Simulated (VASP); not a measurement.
# AlO4 (I4/mmm) in VASP: single point with PBE

Aim: the single point of AlO4 with PBE.

All numbers are computed with VASP 6.6.1; they aren't measurements. Logs are shortened: lines on timing, memory, paths and dates and some standing lists are left out, and cuts for length are marked.

**1. The cell of the first run**

Symmetry: I4/mmm, No. 139, tetragonal system. The conventional cell has a = 7.686 Å, b = 7.686 Å, c = 2.842 Å, α = 90.00°, β = 90.00°, γ = 90.00°. Al (site symmetry 4/mmm) has 8 O at 1.98 Å within 2.6 Å. Within 2.6 Å of O (site symmetry m2m) lie 2 O at 1.96 Å and 2 Al at 1.98 Å.

The cell was generated, and may not be a known phase.

**2. Single point, PBE, collinear spin, ferromagnetic start**

INCAR

```
ALGO = Normal ; EDIFF = 1E-6
ENCUT = 520 ; GGA = PE
ISIF = 2 ; ISMEAR = 0
ISPIN = 2 ; KPAR = 4
LASPH = True ; LCHARG = False
LORBIT = 11 ; LREAL = False
LWAVE = False ; MAGMOM = 0 0.73 0.73 0.73 0.73
NBANDS = 26 ; NELM = 150
PREC = Accurate ; SIGMA = 0.01
```

KPOINTS

```
k-points
0
Gamma
  14 14 14
```

POSCAR

```
AlO4
1.0
   -3.8428292950      3.8428292950      1.4211605861
    3.8428292950     -3.8428292950      1.4211605861
    3.8428292950      3.8428292950     -1.4211605861
Al O
1 4
Direct
    0.0000000000      0.0000000000      0.0000000000
    0.3200730227      0.5000000000      0.8200730227
    0.6799269773      0.5000000000      0.1799269773
    0.5000000000      0.6799269773      0.1799269773
    0.5000000000      0.3200730227      0.8200730227
```

Potentials or basis: VASP PAW PBE potentials, release 64 (Al, O).

Started as:

```sh
> cat potpaw_PBE.64/Al/POTCAR potpaw_PBE.64/O/POTCAR > POTCAR
> mpirun -np 4 vasp_std > vasp.out
```

OUTCAR:

```text
EDIFF = 1E-6
   ENCUT = 520
   GGA = PE
   ISIF = 2
   ISMEAR = 0
   ISPIN = 2
   LASPH = True
   LORBIT = 11
   LREAL = False
   NELM = 150
   PREC = Accurate

 ion  position               nearest neighbor table
   1  0.000  0.000  0.000-   3 1.98   4 1.98   2 1.98   5 1.98   3 1.98   4 1.98   2 1.98   5 1.98

   2  0.320  0.500  0.820-   4 1.96   5 1.96   1 1.98   1 1.98
   3  0.680  0.500  0.180-   4 1.96   5 1.96   1 1.98   1 1.98
   4  0.500  0.680  0.180-   2 1.96   3 1.96   1 1.98   1 1.98
   5  0.500  0.320  0.820-   2 1.96   3 1.96   1 1.98   1 1.98

  LATTYP: Found a body centered tetragonal cell.
 ALAT       =     7.6856585900
 C/A-ratio  =     0.3698214198

  Lattice vectors:

 A1 = (  -3.8428292950,   3.8428292950,   1.4211605861)
 A2 = (   3.8428292950,  -3.8428292950,   1.4211605861)
 A3 = (   3.8428292950,   3.8428292950,  -1.4211605861)

Analysis of symmetry for initial positions (statically):
=====================================================================
 Subroutine PRICEL returns:
 Original cell was already a primitive cell.

 Routine SETGRP: Setting up the symmetry group for a
 body centered tetragonal supercell.

 Subroutine GETGRP returns: Found 16 space group operations
 (whereof 16 operations were pure point group operations)
 out of a pool of 16 trial point group operations.

The static configuration has the point symmetry D_4h.

Analysis of symmetry for dynamics (positions and initial velocities):
=====================================================================
 Subroutine PRICEL returns:
 Original cell was already a primitive cell.

 Routine SETGRP: Setting up the symmetry group for a
 body centered tetragonal supercell.

 Subroutine GETGRP returns: Found 16 space group operations
 (whereof 16 operations were pure point group operations)
 out of a pool of 16 trial point group operations.

The dynamic configuration has the point symmetry D_4h.

Analysis of structural, dynamic, and magnetic symmetry:
=====================================================================
 Subroutine PRICEL returns:
 Original cell was already a primitive cell.

 Routine SETGRP: Setting up the symmetry group for a
 body centered tetragonal supercell.

 Subroutine GETGRP returns: Found 16 space group operations
 (whereof 16 operations were pure point group operations)
 out of a pool of 16 trial point group operations.

The overall configuration has the point symmetry D_4h.

 Subroutine INISYM returns: Found 16 space group operations
 (whereof 16 operations are pure point group operations),
 and found     1 'primitive' translations

----------------------------------------------------------------------------------------

                                     Primitive cell

  volume of cell :      83.9470

  direct lattice vectors                    reciprocal lattice vectors
    -3.842829295  3.842829295  1.421160586     0.000000000  0.130112467  0.351825124
     3.842829295 -3.842829295  1.421160586     0.130112467  0.000000000  0.351825124
     3.842829295  3.842829295 -1.421160586     0.130112467  0.130112467  0.000000000

  length of vectors
     5.617327780  5.617327780  5.617327780     0.375113546  0.375113546  0.184006816

  position of ions in fractional coordinates (direct lattice)
     0.000000000  0.000000000  0.000000000
     0.320073023  0.500000000  0.820073023
     0.679926977  0.500000000  0.179926977
     0.500000000  0.679926977  0.179926977
     0.500000000  0.320073023  0.820073023

  ion indices of the primitive-cell ions
   primitive index   ion index
                 1           1
                 2           2
                 3           3
                 4           4
                 5           5

----------------------------------------------------------------------------------------

 KPOINTS: k-points

Automatic generation of k-mesh.
 Grid dimensions read from file:
 generate k-points for:   14   14   14

 Generating k-lattice:

  Cartesian coordinates                     Fractional coordinates (reciprocal lattice)
     0.000000000  0.009293748  0.025130366     0.071428571  0.000000000  0.000000000
     0.009293748  0.000000000  0.025130366     0.000000000  0.071428571  0.000000000
     0.009293748  0.009293748  0.000000000     0.000000000  0.000000000  0.071428571

  Length of vectors
     0.026793825  0.026793825  0.013143344

  Shift w.r.t. Gamma in fractional coordinates (k-lattice)
     0.000000000  0.000000000  0.000000000

 Subroutine IBZKPT returns following result:
 ===========================================

 Found    244 irreducible k-points:

 Following reciprocal coordinates:
            Coordinates               Weight
  0.000000  0.000000  0.000000      1.000000
  0.071429  0.000000  0.000000      8.000000
  0.142857  0.000000 -0.000000      8.000000
  0.214286  0.000000 -0.000000      8.000000
  0.285714 -0.000000  0.000000      8.000000
  0.357143 -0.000000  0.000000      8.000000
[... 16 lines left out ...]
  0.214286  0.142857  0.000000     16.000000
  0.285714  0.142857 -0.000000     16.000000
 [... further k-points ...]
   k-points           NKPTS =    244   k-points in BZ     NKDIM =    244   number of bands    NBANDS=     26
   number of dos      NEDOS =    301   number of ions     NIONS =      5
   total plane-waves  NPLWV =  74088
   dimension x,y,z NGX =    42 NGY =   42 NGZ =   42
   dimension x,y,z NGXF=    84 NGYF=   84 NGZF=   84
   ions per type =               1   4
   NGX,Y,Z   is equivalent  to a cutoff of  12.43, 12.43, 12.43 a.u.
   NGXF,Y,Z  is equivalent  to a cutoff of  24.86, 24.86, 24.86 a.u.
 SYSTEM =  unknown system
   PREC   = accura    normal or accurate (medium, high low for compatibility)
   ISTART =      0    job   : 0-new  1-cont  2-samecut
   ICHARG =      2    charge: 1-file 2-atom 10-const
   ISPIN  =      2    spin polarized calculation?
   LNONCOLLINEAR =      F non collinear calculations
   LSORBIT =      F    spin-orbit coupling
   LASPH  =      T    aspherical Exc in radial PAW
   ENCUT  =  520.0 eV  38.22 Ry    6.18 a.u.  10.44 10.44 10.44*2*pi/ulx,y,z
   NELM   =    150;   NELMIN=  2; NELMDL= -5     # of ELM steps
   EDIFF  = 0.1E-05   stopping-criterion for ELM
   LREAL  =      F    real-space projection
   EDIFFG = 0.1E-04   stopping-criterion for IOM
   NSW    =      0    number of steps for IOM
   IBRION =     -1    ionic relax: 0-MD 1-quasi-New 2-CG
   NFREE  =      0    steps in history (QN), initial steepest desc. (CG)
   ISIF   =      2    stress and relaxation
   ISYM   =      2    0-nonsym 1-usesym 2-fastsym
   POTIM  = 0.5000    time-step for ionic-motion
   TEBEG  =    0.0;   TEEND  =   0.0 temperature during run
   PSTRESS=    0.0 pullay stress
   NELECT =      27.0000    total number of electrons
   NUPDOWN=      -1.0000    fix difference up-down
   EMIN   =  10.00;   EMAX   =-10.00  energy-range for DOS
   EFERMI =   0.00;   METHOD = LEGACY
   ISMEAR =     0;   SIGMA  =   0.01  broadening in eV -4-tet -1-fermi 0-gaus
   EFERMI_NEDOS =   21; number of points for ismear=-14 and -15
   IALGO  =     38    algorithm
   IMIX   =      4    mixing-type and parameters
     AMIX     =   0.40;   BMIX     =  1.00
     AMIX_MAG =   1.60;   BMIX_MAG =  1.00
  volume/ion in A,a.u.               =      16.79       113.30
  Fermi-wavevector in a.u.,A,eV,Ry     =   1.121659  2.119629 17.117757  1.258120
  Thomas-Fermi vector in A             =   2.258314
   LORBIT       =     11    0 simple, 1 ext, 2 COOP (PROOUT), +10 PAW based schemes
   GGA     = PE    functional components
   LHFCALC =     F    Hartree Fock is set to
   AEXX    =    0.0000 exact exchange contribution
   IVDW    =     0    specifies the selected vdW correction
   LEPSILON=     F    determine dielectric tensor
   LRPA    =     F    only Hartree local field effects (RPA)
 spin polarized calculation
 Gauss-broadening in eV      SIGMA  =   0.01
  energy-cutoff  :      520.00
  volume of cell :       83.95
 maximum number of plane-waves:      2281
 NGX is ok and might be reduce to    42
   NGX = 21   NGY = 21   NGZ = 21

 number of electron      27.0000007 magnetization       3.0000015

 Free energy of the ion-electron system (eV)
  ---------------------------------------------------
  ext. energy  EPLUGINS =         0.00000000
  ---------------------------------------------------
  free energy    TOTEN  =       -24.72261383 eV

  energy without entropy =      -24.72261383  energy(sigma->0) =      -24.72261383

 E-fermi :  -1.3637     XC(G=0):  -7.5330

 val. band max:       -1.4067433462   @ k =   0.5000   0.5000   0.5000
 cond. band min:      -1.3260772086   @ k =   0.5000   0.5000   0.0000
 fundamental gap:      0.0806661376
 Fermi energy:        -1.3636970770

 spin component 1

 k-point     1 :       0.0000    0.0000    0.0000
  band No.  band energies     occupation
      1     -22.3498      1.00000
      2     -19.7260      1.00000
      3     -19.7260      1.00000
      4     -17.4676      1.00000
      5      -7.7762      1.00000
      6      -7.0793      1.00000
[... 661 lines left out ...]
     24      13.2528      0.00000
     25      13.5986      0.00000

 [... further k-points ...]

 spin component 2

 k-point     1 :       0.0000    0.0000    0.0000
  band No.  band energies     occupation
      1     -21.2374      1.00000
      2     -18.5012      1.00000
      3     -18.5012      1.00000
      4     -16.1617      1.00000
      5      -6.5279      1.00000
      6      -6.0200      1.00000
[... 661 lines left out ...]
     24      13.4176      0.00000
     25      14.0632      0.00000

 [... further k-points ...]

 [bands above 25 left out]

------------------------ aborting loop because EDIFF is reached ----------------------------------------

  FORCE on cell =-STRESS in cart. coord.  units (eV):
  Direction    XX          YY          ZZ          XY          YZ          ZX
  --------------------------------------------------------------------------------------
  -------------------------------------------------------------------------------------
  Total        0.0226719      0.0226719      0.0054669      0.0000000      0.0000000      0.0000000
  in kB        0.4327062      0.4327062      0.1043389      0.0000000      0.0000000      0.0000000
  external PRESSURE =       0.3232504 kB  Pullay stress =       0.0000000 kB

 VOLUME and BASIS-vectors are now :
 -----------------------------------------------------------------------------
  energy-cutoff  :      520.00
  volume of cell :       83.95
      direct lattice vectors                 reciprocal lattice vectors
    -3.842829295  3.842829295  1.421160586     0.000000000  0.130112467  0.351825124
     3.842829295 -3.842829295  1.421160586     0.130112467  0.000000000  0.351825124
     3.842829295  3.842829295 -1.421160586     0.130112467  0.130112467  0.000000000

 POSITION                                       TOTAL-FORCE (eV/Angst)
 -----------------------------------------------------------------------------------
      0.00000      0.00000      0.00000         0.000000      0.000000     -0.000000
      3.84283      2.45997     -0.00000         0.000000     -0.033514      0.000000
     -0.00000      1.38286      1.42116         0.000000      0.033514      0.000000
      1.38286     -0.00000      1.42116         0.033514      0.000000      0.000000
      2.45997      3.84283     -0.00000        -0.033514      0.000000      0.000000
 -----------------------------------------------------------------------------------
    total drift:                                0.000000      0.000000     -0.000000

  FREE ENERGIE OF THE ION-ELECTRON SYSTEM (eV)
  ---------------------------------------------------
  free  energy   TOTEN  =       -24.7226138313 eV

  energy  without entropy=      -24.7226138313  energy(sigma->0) =      -24.72261383

 total charge

# of ion       s       p       d       tot
------------------------------------------
    1        0.283   0.360   0.000   0.643
    2        1.620   3.187   0.000   4.807
    3        1.620   3.187   0.000   4.807
    4        1.620   3.187   0.000   4.807
    5        1.620   3.187   0.000   4.807
--------------------------------------------------
tot          6.763  13.108   0.000  19.871

 magnetization (x)

# of ion       s       p       d       tot
------------------------------------------
    1       -0.014  -0.015   0.000  -0.029
    2        0.012   0.621   0.000   0.632
    3        0.012   0.621   0.000   0.632
    4        0.012   0.621   0.000   0.632
    5        0.012   0.621   0.000   0.632
--------------------------------------------------
tot          0.032   2.468   0.000   2.501
```

It took 10 min on 4 MPI ranks of Oxide Virtual Turin-like, shared host; peak memory 0.8 GiB.

Results:

```
Free energy                                           : -24.7226 eV
Pressure                                              : 0.0 GPa
Largest force                                         : 0.034 eV/Å
Band gap on the k mesh                                : 0.08 eV (least direct gap 0.09 eV)
Net moment                                            : 3.00 μB per cell
Site moments                                          : Al -0.03; O +0.63 μB
Valence electrons inside the program's atomic spheres : Al 0.64; O 4.81
```

Forces in eV/Å, atoms in the order of the input:
```
Al   0.000  0.000  0.000
O    0.000 -0.034  0.000
O    0.000  0.034  0.000
O    0.034  0.000  0.000
O   -0.034  0.000  0.000
```
